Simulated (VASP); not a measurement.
# InP (F-43m) in VASP: further runs, part 2 of 2

VASP 6.6.1.

### Step 4. Relaxation of cell and atoms, PBE+D4

File INCAR:

```
  ALGO = Normal
  EDIFF = 1E-6
  EDIFFG = -0.01
  ENCUT = 600
  GGA = PE
  IBRION = 2
  ISIF = 3
  ISMEAR = -1
  IVDW = 13
  LASPH = T
  LCHARG = F
  LREAL = F
  LWAVE = F
  NELM = 60
  NSW = 80
  PREC = Accurate
  SIGMA = 0.05
```

File KPOINTS:

```
k-points
0
Gamma
  6 6 6
```

File POSCAR:

```
InP
1.0
    0.0000000000      2.9305000000      2.9305000000
    2.9305000000      0.0000000000      2.9305000000
    2.9305000000      2.9305000000      0.0000000000
In P
1 1
Direct
    0.0000000000      0.0000000000      0.0000000000
    0.2500000000      0.2500000000      0.2500000000
```

Potentials or basis: VASP PAW PBE potentials, release 64 (In_d, P).

Run with:

```
$ cat potpaw_PBE.64/In_d/POTCAR potpaw_PBE.64/P/POTCAR > POTCAR
$ mpirun -np 1 vasp_std > vasp.out
```

OUTCAR:

```text
EDIFF = 1E-6
   EDIFFG = -0.01
   ENCUT = 600
   GGA = PE
   IBRION = 2
   ISIF = 3
   ISMEAR = -1
   IVDW = 13
   LASPH = T
   LREAL = F
   NELM = 60
   NSW = 80
   PREC = Accurate

 ion  position               nearest neighbor table
   1  0.000  0.000  0.000-   2 2.54   2 2.54   2 2.54   2 2.54
   2  0.250  0.250  0.250-   1 2.54   1 2.54   1 2.54   1 2.54

  LATTYP: Found a face centered cubic cell.
 ALAT       =     5.8610000000

  Lattice vectors:

 A1 = (   0.0000000000,   2.9305000000,   2.9305000000)
 A2 = (   2.9305000000,   0.0000000000,   2.9305000000)
 A3 = (   2.9305000000,   2.9305000000,   0.0000000000)

Analysis of symmetry for initial positions (statically):
=====================================================================
 Subroutine PRICEL returns:
 Original cell was already a primitive cell.

 Routine SETGRP: Setting up the symmetry group for a
 face centered cubic supercell.

 Subroutine GETGRP returns: Found 24 space group operations
 (whereof 24 operations were pure point group operations)
 out of a pool of 48 trial point group operations.

The static configuration has the point symmetry T_d .

Analysis of symmetry for dynamics (positions and initial velocities):
=====================================================================
 Subroutine PRICEL returns:
 Original cell was already a primitive cell.

 Routine SETGRP: Setting up the symmetry group for a
 face centered cubic supercell.

 Subroutine GETGRP returns: Found 24 space group operations
 (whereof 24 operations were pure point group operations)
 out of a pool of 48 trial point group operations.

The dynamic configuration has the point symmetry T_d .

 Subroutine INISYM returns: Found 24 space group operations
 (whereof 24 operations are pure point group operations),
 and found     1 'primitive' translations

----------------------------------------------------------------------------------------

                                     Primitive cell

  volume of cell :      50.3333

  direct lattice vectors                    reciprocal lattice vectors
     0.000000000  2.930500000  2.930500000    -0.170619348  0.170619348  0.170619348
[... 80 lines left out ...]
   NSW    =     80    number of steps for IOM
   IBRION =      2    ionic relax: 0-MD 1-quasi-New 2-CG
   NFREE  =      1    steps in history (QN), initial steepest desc. (CG)
   ISIF   =      3    stress and relaxation
   ISYM   =      2    0-nonsym 1-usesym 2-fastsym
   POTIM  = 0.5000    time-step for ionic-motion
   TEBEG  =    0.0;   TEEND  =   0.0 temperature during run
   PSTRESS=    0.0 pullay stress
   NELECT =      18.0000    total number of electrons
   NUPDOWN=      -1.0000    fix difference up-down
   EMIN   =  10.00;   EMAX   =-10.00  energy-range for DOS
   EFERMI =   0.00;   METHOD = LEGACY
   ISMEAR =    -1;   SIGMA  =   0.05  broadening in eV -4-tet -1-fermi 0-gaus
   EFERMI_NEDOS =   21; number of points for ismear=-14 and -15
   IALGO  =     38    algorithm
   IMIX   =      4    mixing-type and parameters
     AMIX     =   0.40;   BMIX     =  1.00
     AMIX_MAG =   1.60;   BMIX_MAG =  1.00
  volume/ion in A,a.u.               =      25.17       169.83
  Fermi-wavevector in a.u.,A,eV,Ry     =   1.162021  2.195901 18.371846  1.350293
  Thomas-Fermi vector in A             =   2.298587
   LORBIT       =      0    0 simple, 1 ext, 2 COOP (PROOUT), +10 PAW based schemes
   GGA     = PE    functional components
   LHFCALC =     F    Hartree Fock is set to
   AEXX    =    0.0000 exact exchange contribution
   IVDW    =    13    specifies the selected vdW correction
   LEPSILON=     F    determine dielectric tensor
   LRPA    =     F    only Hartree local field effects (RPA)
 conjugate gradient relaxation of ions
 non-spin polarized calculation
  energy-cutoff  :      600.00
  volume of cell :       50.33
 maximum number of plane-waves:      1694
 NGX is ok and might be reduce to    36
   NGX = 17   NGY = 17   NGZ = 17

--------------------------------------- Ionic step        1  -------------------------------------------

 number of electron      17.9999998 magnetization

 Free energy of the ion-electron system (eV)
  ---------------------------------------------------
  ext. energy  EPLUGINS =         0.00000000
  ---------------------------------------------------
  free energy    TOTEN  =        -8.37018137 eV

  energy without entropy =       -8.37017055  energy(sigma->0) =       -8.37017596

------------------------ aborting loop because EDIFF is reached ----------------------------------------

  DFT-D4 for vdW energy calculation

  Edisp (eV):   -0.67413
[... 71 lines left out ...]
--------------------------------------- Ionic step        3  -------------------------------------------

 number of electron      17.9999998 magnetization

 Free energy of the ion-electron system (eV)
  ---------------------------------------------------
  ext. energy  EPLUGINS =         0.00000000
  ---------------------------------------------------
  free energy    TOTEN  =        -8.38331470 eV

  energy without entropy =       -8.38329253  energy(sigma->0) =       -8.38330361

 E-fermi :   5.3737     XC(G=0):  -9.2133

 val. band max:        5.0319620965   @ k =   0.0000   0.0000   0.0000
 cond. band min:       5.6597215079   @ k =   0.0000   0.0000   0.0000
 fundamental gap:      0.6277594114
 Fermi energy:         5.3737287624

 k-point     1 :       0.0000    0.0000    0.0000
  band No.  band energies     occupation
      1      -9.1323      2.00000
      2      -9.1323      2.00000
      3      -9.1323      2.00000
      4      -8.9880      2.00000
      5      -8.9880      2.00000
      6      -6.3839      2.00000
      7       5.0320      1.99785
      8       5.0320      1.99785
      9       5.0320      1.99785
     10       5.6597      0.00654
     11       9.1195      0.00000
     12       9.1195      0.00000
     13       9.1195      0.00000
[... 271 lines left out ...]
  FREE ENERGIE OF THE ION-ELECTRON SYSTEM (eV)
  ---------------------------------------------------
  free  energy   TOTEN  =        -9.0467164984 eV

  energy  without entropy=       -9.0466943301  energy(sigma->0) =       -9.04670541

 reached required accuracy - stopping structural energy minimisation
```

CONTCAR:

```text
InP
   1.00000000000000
     0.0000000000000000    2.9452435554100407    2.9452435554100407
     2.9452435554100407    0.0000000000000000    2.9452435554100407
     2.9452435554100407    2.9452435554100407    0.0000000000000000
  In              P
     1     1
Direct
     0.0000000000000000    0.0000000000000000    0.0000000000000000
     0.2500000000000000    0.2500000000000000    0.2500000000000000

  0.00000000E+00  0.00000000E+00  0.00000000E+00
  0.00000000E+00  0.00000000E+00  0.00000000E+00
```

Wall time 64 s (1 thread of Intel Xeon 8259CL, shared host); peak memory 0.19 GiB.

What came out:

```yaml
Free_energy: -9.0467 eV
Relaxed_volume: 25.55 Å³/atom
Relaxed_cell: a = 4.165 Å, b = 4.165 Å, c = 4.165 Å, α = 60.00°, β = 60.00°, γ = 60.00°
Space_group_after_relaxing_to_0.05_Å: F-43m (No. 216)
Energy_gained_by_relaxing: 1.2 meV/atom
Ionic_steps: 3
Pressure_after_relaxing: 0.0 GPa
Band_gap_on_the_k_mesh: 0.63 eV, direct
Dispersion_energy_per_atom: -0.332 eV
```

Step by step:
```csv
step,energy change (eV),largest force (eV/Å),pressure (GPa),volume (Å³)
1,0.0000,0.0000,1.02,50.33
2,-0.0017,0.0000,-0.48,51.51
3,-0.0024,0.0000,0.01,51.10
```

Final structure:
```
In P
1.0
     0.00000    2.94524    2.94524
     2.94524    0.00000    2.94524
     2.94524    2.94524    0.00000
In P
1 1
Direct
  0.00000 0.00000 0.00000
  0.25000 0.25000 0.25000
```

Levels at points of the mesh, in eV from the valence-band top:
| k point | band 7 | band 8 | band 9 | band 10 | band 11 | band 12 |
| --- | --- | --- | --- | --- | --- | --- |
| (0.00, 0.00, 0.00) | 0.00 | 0.00 | 0.00 | 0.63 | 4.09 | 4.09 |
| (0.50, 0.00, 0.00) | -5.65 | -0.95 | -0.95 | 1.46 | 4.81 | 4.81 |
| (0.50, 0.50, 0.00) | -5.69 | -2.27 | -2.27 | 1.78 | 2.27 | 9.12 |

Caveat: spin-orbit coupling is left out, which moves the levels of the heavy elements. Zero-point motion and thermal expansion aren't in these numbers.

### Step 5. Summary

| level | gap on the mesh (eV) | pressure (GPa) | relaxed volume (Å³/atom) |
| --- | --- | --- | --- |
| PBE+D3(BJ) | 0.62 | 0.0 | 25.58 |
| PBEsol | 0.56 | 0.0 | 25.39 |
| PBE+D4 | 0.63 | 0.0 | 25.55 |

Alike in all rows: task relaxation of cell and atoms; potentials or basis VASP PAW PBE potentials, release 64 (In_d, P); no spin polarisation; cell relaxed; k mesh 6 × 6 × 6; cutoff (eV) 600; smearing fermi-dirac 0.05 eV.

Caveats: spin-orbit coupling is left out, which moves the levels of the heavy elements; the PAW data sets were made with another functional, which shifts forces and pressure a little (some runs).

Total energies depend on the potentials used, so only differences within one code and one set of settings carry meaning.
